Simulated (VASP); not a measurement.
GaAs, 2 atoms in the cell. The structure is cubic, space group F-43m (No. 216). Conventional cell: a = 5.645 Å, b = 5.645 Å, c = 5.645 Å, α = 90.00°, β = 90.00°, γ = 90.00°. Within 3.2 Å of Ga (site symmetry -43m) lie 4 As at 2.44 Å. As (site symmetry -43m) has 4 Ga at 2.44 Å within 3.2 Å. 

* Program: VASP 6.6.1
* Task: single point
* Functional: r2SCAN
* Dispersion: rVV10
* Potentials or basis: VASP PAW PBE potentials, release 64 (Ga_d, As)
* Cutoff: 550 eV
* k mesh: 10 × 10 × 10
* Occupations: gaussian, width 0.02 eV
* Spin: no spin polarisation
* Dipole correction: no
* Further INCAR settings: ALGO = Normal; EDIFF = 1e-06; NBANDS = 16

Potentials or basis: VASP PAW PBE potentials, release 64 (Ga_d, As).

The run is started by

```bash
$ cat potpaw_PBE.64/Ga_d/POTCAR potpaw_PBE.64/As/POTCAR > POTCAR
$ cp INCAR.step1 INCAR
$ mpirun -np 1 vasp_std > vasp.out
$ cp INCAR.step2 INCAR
$ mpirun -np 1 vasp_std > vasp.out
```

Hardware: 1 thread of AMD EPYC 9R45 96-Core Processor (Zen 5), with other jobs on the host.

Question: How long does it take, and how much memory?

Answer: It took 100 s on 1 thread of AMD EPYC 9R45 96-Core Processor (Zen 5), with other jobs on the host, peak memory 0.31 GiB. Counts: k points 47.
